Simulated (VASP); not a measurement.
# Bi (P6_3/mmc) in VASP: a series of runs, part 2 of 3

VASP 6.6.1. The steps go on from the part before.

**3. Single point, PBEsol (26.46 Å³/atom)**

This run uses another cell than the first one, of 26.46 Å³/atom.

File INCAR:

```
PREC = Accurate
ENCUT = 520
EDIFF = 1E-6
ISMEAR = -1
SIGMA = 0.1
LREAL = F
LASPH = T
NELM = 60
ALGO = Normal
ISIF = 2
LWAVE = F
LCHARG = F
GGA = PS
NBANDS = 22
```

File KPOINTS:

```
Automatic mesh
0
Gamma
  12 12 6
```

File POSCAR:

```
Bi
1.0
    3.3399650222      0.0000000000      0.0000000000
   -1.6699825111      2.8924945570      0.0000000000
    0.0000000000      0.0000000000      5.4769377271
Bi
2
Direct
    0.3333333333      0.6666666667      0.2500000000
    0.6666666667      0.3333333333      0.7500000000
```

Potentials or basis: VASP PAW PBE potentials, release 64 (Bi_d).

Run with:

```sh
$ cat potpaw_PBE.64/Bi_d/POTCAR > POTCAR
$ mpirun -np 1 vasp_std > vasp.out
```

OUTCAR:

```text
PREC = Accurate
   ENCUT = 520
   EDIFF = 1E-6
   ISMEAR = -1
   LREAL = F
   LASPH = T
   NELM = 60
   ISIF = 2
   GGA = PS

 ion  position               nearest neighbor table
   1  0.333  0.667  0.250-   2 3.35   2 3.35   2 3.35   2 3.35   2 3.35   2 3.35
   2  0.667  0.333  0.750-   1 3.35   1 3.35   1 3.35   1 3.35   1 3.35   1 3.35

  LATTYP: Found a hexagonal cell.
 ALAT       =     3.3399650222
 C/A-ratio  =     1.6398188875

  Lattice vectors:

 A1 = (   3.3399650222,   0.0000000000,   0.0000000000)
 A2 = (  -1.6699825111,   2.8924945570,   0.0000000000)
 A3 = (   0.0000000000,   0.0000000000,   5.4769377271)

Analysis of symmetry for initial positions (statically):
=====================================================================
 Subroutine PRICEL returns:
 Original cell was already a primitive cell.

 Routine SETGRP: Setting up the symmetry group for a
 hexagonal supercell.

 Subroutine GETGRP returns: Found 24 space group operations
 (whereof 12 operations were pure point group operations)
 out of a pool of 24 trial point group operations.

The static configuration has the point symmetry D_3d.
 The point group associated with its full space group is D_6h.

Analysis of symmetry for dynamics (positions and initial velocities):
=====================================================================
 Subroutine PRICEL returns:
 Original cell was already a primitive cell.

 Routine SETGRP: Setting up the symmetry group for a
 hexagonal supercell.

 Subroutine GETGRP returns: Found 24 space group operations
 (whereof 12 operations were pure point group operations)
 out of a pool of 24 trial point group operations.

The dynamic configuration has the point symmetry D_3d.
 The point group associated with its full space group is D_6h.

 Subroutine INISYM returns: Found 24 space group operations
 (whereof 12 operations are pure point group operations),
 and found     1 'primitive' translations

----------------------------------------------------------------------------------------

                                     Primitive cell

  volume of cell :      52.9118

  direct lattice vectors                    reciprocal lattice vectors
     3.339965022  0.000000000  0.000000000     0.299404333  0.172861172  0.000000000
    -1.669982511  2.892494557  0.000000000     0.000000000  0.345722345  0.000000000
     0.000000000  0.000000000  5.476937727     0.000000000  0.000000000  0.182583781

  length of vectors
     3.339965022  3.339965022  5.476937727     0.345722345  0.345722345  0.182583781

  position of ions in fractional coordinates (direct lattice)
     0.333333333  0.666666667  0.250000000
     0.666666667  0.333333333  0.750000000

  ion indices of the primitive-cell ions
   primitive index   ion index
                 1           1
                 2           2

----------------------------------------------------------------------------------------

 KPOINTS: Automatic mesh

Automatic generation of k-mesh.
 Grid dimensions read from file:
 generate k-points for:   12   12    6

 Generating k-lattice:

  Cartesian coordinates                     Fractional coordinates (reciprocal lattice)
     0.024950361  0.014405098  0.000000000     0.083333333  0.000000000  0.000000000
     0.000000000  0.028810195  0.000000000     0.000000000  0.083333333  0.000000000
     0.000000000  0.000000000  0.030430630     0.000000000  0.000000000  0.166666667

  Length of vectors
     0.028810195  0.028810195  0.030430630

  Shift w.r.t. Gamma in fractional coordinates (k-lattice)
     0.000000000  0.000000000  0.000000000

 Subroutine IBZKPT returns following result:
 ===========================================

 Found     76 irreducible k-points:

 Following reciprocal coordinates:
            Coordinates               Weight
  0.000000  0.000000  0.000000      1.000000
  0.083333  0.000000  0.000000      6.000000
  0.166667  0.000000  0.000000      6.000000
  0.250000  0.000000  0.000000      6.000000
  0.333333 -0.000000  0.000000      6.000000
  0.416667 -0.000000  0.000000      6.000000
[... 16 lines left out ...]
  0.250000  0.000000  0.166667     12.000000
  0.333333 -0.000000  0.166667     12.000000
 [... further k-points ...]
   k-points           NKPTS =     76   k-points in BZ     NKDIM =     76   number of bands    NBANDS=     22
   number of dos      NEDOS =    301   number of ions     NIONS =      2
   total plane-waves  NPLWV =  32928
   dimension x,y,z NGX =    28 NGY =   28 NGZ =   42
   dimension x,y,z NGXF=    56 NGYF=   56 NGZF=   84
   ions per type =               2
   NGX,Y,Z   is equivalent  to a cutoff of  13.94, 13.94, 12.75 a.u.
   NGXF,Y,Z  is equivalent  to a cutoff of  27.87, 27.87, 25.50 a.u.
 SYSTEM =  unknown system
   PREC   = accura    normal or accurate (medium, high low for compatibility)
   ISTART =      0    job   : 0-new  1-cont  2-samecut
   ICHARG =      2    charge: 1-file 2-atom 10-const
   ISPIN  =      1    spin polarized calculation?
   LNONCOLLINEAR =      F non collinear calculations
   LSORBIT =      F    spin-orbit coupling
   LASPH  =      T    aspherical Exc in radial PAW
   ENCUT  =  520.0 eV  38.22 Ry    6.18 a.u.   6.21  6.21 10.18*2*pi/ulx,y,z
   NELM   =     60;   NELMIN=  2; NELMDL= -5     # of ELM steps
   EDIFF  = 0.1E-05   stopping-criterion for ELM
   LREAL  =      F    real-space projection
   EDIFFG = 0.1E-04   stopping-criterion for IOM
   NSW    =      0    number of steps for IOM
   IBRION =     -1    ionic relax: 0-MD 1-quasi-New 2-CG
   NFREE  =      0    steps in history (QN), initial steepest desc. (CG)
   ISIF   =      2    stress and relaxation
   ISYM   =      2    0-nonsym 1-usesym 2-fastsym
   POTIM  = 0.5000    time-step for ionic-motion
   TEBEG  =    0.0;   TEEND  =   0.0 temperature during run
   PSTRESS=    0.0 pullay stress
   NELECT =      30.0000    total number of electrons
   NUPDOWN=      -1.0000    fix difference up-down
   EMIN   =  10.00;   EMAX   =-10.00  energy-range for DOS
   EFERMI =   0.00;   METHOD = LEGACY
   ISMEAR =    -1;   SIGMA  =   0.10  broadening in eV -4-tet -1-fermi 0-gaus
   EFERMI_NEDOS =   21; number of points for ismear=-14 and -15
   IALGO  =     38    algorithm
   IMIX   =      4    mixing-type and parameters
     AMIX     =   0.40;   BMIX     =  1.00
     AMIX_MAG =   1.60;   BMIX_MAG =  1.00
  volume/ion in A,a.u.               =      26.46       178.53
  Fermi-wavevector in a.u.,A,eV,Ry     =   1.354975  2.560531 24.979701  1.835956
  Thomas-Fermi vector in A             =   2.482101
   LORBIT       =      0    0 simple, 1 ext, 2 COOP (PROOUT), +10 PAW based schemes
   GGA     = PS    functional components
   LHFCALC =     F    Hartree Fock is set to
   AEXX    =    0.0000 exact exchange contribution
   IVDW    =     0    specifies the selected vdW correction
   LEPSILON=     F    determine dielectric tensor
   LRPA    =     F    only Hartree local field effects (RPA)
 non-spin polarized calculation
  energy-cutoff  :      520.00
  volume of cell :       52.91
 maximum number of plane-waves:      1448
 NGX is ok and might be reduce to    28
   NGX = 13   NGY = 13   NGZ = 21

 number of electron      29.9999997 magnetization

 Free energy of the ion-electron system (eV)
  ---------------------------------------------------
  ext. energy  EPLUGINS =         0.00000000
  ---------------------------------------------------
  free energy    TOTEN  =        -8.25179689 eV

  energy without entropy =       -8.22334811  energy(sigma->0) =       -8.23757250

 E-fermi :  10.0114     XC(G=0): -11.2379

 val. band max:        9.8817761620   @ k =   0.4167   0.0833   0.1667
 cond. band min:      10.0592515132   @ k =   0.5000   0.0000   0.0000
 fundamental gap:      0.1774753512
 Fermi energy:        10.0113740388

 k-point     1 :       0.0000    0.0000    0.0000
  band No.  band energies     occupation
      1     -13.1584      2.00000
      2     -13.1563      2.00000
      3     -13.1238      2.00000
      4     -13.1238      2.00000
      5     -13.1073      2.00000
      6     -13.1073      2.00000
[... 14 lines left out ...]
     21      20.7407      0.00000
     22      21.2595      0.00000
[... 552 lines left out ...]
  band No.  band energies     occupation
      1     -13.2346      2.00000
      2     -13.1647      2.00000
      3     -13.1399      2.00000
      4     -13.1079      2.00000
      5     -13.0521      2.00000
      6     -13.0204      2.00000
[... 14 lines left out ...]
     21      18.7930      0.00000
     22      20.5363      0.00000

 [... further k-points ...]

------------------------ aborting loop because EDIFF is reached ----------------------------------------

  FORCE on cell =-STRESS in cart. coord.  units (eV):
  Direction    XX          YY          ZZ          XY          YZ          ZX
  --------------------------------------------------------------------------------------
  -------------------------------------------------------------------------------------
  Total        3.2854088      3.2854088      3.4628227     -0.0000000     -0.0000000      0.0000000
  in kB       99.4827385     99.4827385    104.8548606     -0.0000000     -0.0000000      0.0000000
  external PRESSURE =     101.2734458 kB  Pullay stress =       0.0000000 kB

 VOLUME and BASIS-vectors are now :
 -----------------------------------------------------------------------------
  energy-cutoff  :      520.00
  volume of cell :       52.91
      direct lattice vectors                 reciprocal lattice vectors
     3.339965022  0.000000000  0.000000000     0.299404333  0.172861172  0.000000000
    -1.669982511  2.892494557  0.000000000     0.000000000  0.345722345  0.000000000
     0.000000000  0.000000000  5.476937727     0.000000000  0.000000000  0.182583781

 POSITION                                       TOTAL-FORCE (eV/Angst)
 -----------------------------------------------------------------------------------
     -0.00000      1.92833      1.36923         0.000000     -0.000000      0.000000
      1.66998      0.96416      4.10770        -0.000000      0.000000      0.000000
 -----------------------------------------------------------------------------------
    total drift:                               -0.000000      0.000000      0.000000

  FREE ENERGIE OF THE ION-ELECTRON SYSTEM (eV)
  ---------------------------------------------------
  free  energy   TOTEN  =        -8.2517968851 eV

  energy  without entropy=       -8.2233481100  energy(sigma->0) =       -8.23757250
```

stdout:

```text
POSCAR found type information on POSCAR Bi
 POSCAR found :  1 types and       2 ions
 scaLAPACK will be used
 -----------------------------------------------------------------------------
|                                                                             |
|                                                                             |
|     You enforced a specific xc type in the INCAR file but a different       |
|     I HOPE YOU KNOW WHAT YOU ARE DOING!                                     |
|                                                                             |
 -----------------------------------------------------------------------------

 LDA part: xc-table for (Slater+PW92), standard interpolation
 POSCAR, INCAR and KPOINTS ok, starting setup
 FFT: planning ... GRIDC
 FFT: planning ... GRID_SOFT
 FFT: planning ... GRID
 WAVECAR not read
 entering main loop
```

Run time: 38 s. Hardware: 1 thread of Intel Xeon 6975P-C (Granite Rapids), shared host; peak memory 0.21 GiB.

Results:

```
Free energy            : -8.2518 eV
Pressure               : 10.1 GPa
Band gap on the k mesh : zero (bands 15 and 16 overlap by 8.48 eV)
```

Stress tensor (GPa, compression positive):
```
 9.95  0.00  0.00
 0.00  9.95  0.00
 0.00  0.00 10.49
```

Caveat: the cell stands under pressure; the PAW data sets were made with another functional, which shifts forces and pressure a little; spin-orbit coupling is left out, which moves the levels of the heavy elements.

**4. Single point, PBEsol (27.66 Å³/atom)**

This run uses another cell than the first one, of 27.66 Å³/atom.

File INCAR:

```
SYSTEM = Bi
PREC     = Accurate       ! precision mode
ENCUT    = 520            ! plane-wave cutoff, eV
EDIFF    = 1E-6           ! SCF threshold, eV
ISMEAR   = -1             ! smearing method
SIGMA    = 0.1            ! smearing width, eV
LREAL    = .False.        ! projectors in reciprocal space
LASPH    = .True.         ! aspherical terms in the spheres
NELM     = 60             ! most SCF steps
ALGO     = Normal         ! electronic algorithm
ISIF     = 2              ! what is computed and relaxed
LWAVE    = .False.        ! write WAVECAR
LCHARG   = .False.        ! write CHGCAR
GGA      = PS             ! functional
NBANDS   = 22             ! bands
```

File KPOINTS:

```
regular mesh
0
Gamma
  12 12 6
  0 0 0
```

File POSCAR:

```
Bi
1.0
    3.3898225969      0.0000000000      0.0000000000
   -1.6949112985      2.9356724832      0.0000000000
    0.0000000000      0.0000000000      5.5586951198
Bi
2
Direct
    0.3333333333      0.6666666667      0.2500000000
    0.6666666667      0.3333333333      0.7500000000
```

Run with:

```sh
$ cat potpaw_PBE.64/Bi_d/POTCAR > POTCAR
$ mpirun -np 1 vasp_std > vasp.out
```

Run time: 30 s. Hardware: 1 thread of Intel Xeon 6975P-C (Granite Rapids), shared host; peak memory 0.21 GiB.

It converged, with:

- Free energy: -8.3722 eV
- Pressure: 5.9 GPa
- Band gap on the k mesh: zero (bands 15 and 16 overlap by 8.03 eV)

Stress tensor (GPa, compression positive):
```
5.65 0.00 0.00
0.00 5.65 0.00
0.00 0.00 6.32
```

Levels at points of the mesh, in eV from the Fermi level:
| k point | band 13 | band 14 | band 15 | band 16 | band 17 | band 18 |
| --- | --- | --- | --- | --- | --- | --- |
| (0.00, 0.00, 0.00) | -6.06 | 3.92 | 3.92 | 5.74 | 5.74 | 5.81 |
| (0.50, 0.00, 0.00) | -4.92 | -3.39 | -2.29 | 0.09 | 0.38 | 3.89 |
| (0.00, 0.00, 0.50) | -1.14 | -1.14 | 4.78 | 4.78 | 4.78 | 4.78 |
| (0.50, 0.00, 0.50) | -5.53 | -5.53 | 1.75 | 1.75 | 1.76 | 1.76 |

Caveat: the cell stands under pressure; the PAW data sets were made with another functional, which shifts forces and pressure a little; spin-orbit coupling is left out, which moves the levels of the heavy elements.

[end of part 2 of 3]
